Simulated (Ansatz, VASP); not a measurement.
One calculation of CaBr, two programs

```
Ca Br
1.0
     3.72208    0.00000    0.00000
    -1.86104    3.22341    0.00000
     0.00000    0.00000    4.12498
Ca Br
1 1
Direct
  0.00000 0.00000 0.00000
  0.33333 0.66667 0.50000
```

Alike in both runs: task single point; functional PBE; k mesh 6 × 6 × 4; occupations gaussian, width 0.1 eV; no spin polarisation.

|  | VASP | Ansatz |
| --- | --- | --- |
| version | VASP 6.6.1 | Ansatz 0.2.0 |
| potentials or method | VASP PAW PBE potentials, release 64 (Ca_sv, Br), cutoff 500 eV | scalar-relativistic, plane waves, PAW |
| valence electrons in the cell | 17 | 17 |

|  | VASP | Ansatz | Ansatz less VASP |
| --- | --- | --- | --- |
| gap on the k mesh at the Fermi level (eV) | none | none | - |
| pressure (GPa) | 5.5 | 5.4 | -0.12 |
| traceless stress, the component that is largest in VASP (GPa) | 0.26 | 0.21 | -0.050 |

A gap of «none» marks a metal or a gap that the smearing closes. The functional is the same, so the differences come from potentials, cutoffs and numerics.

The k mesh is coarse, so the values compare programs but aren't converged.
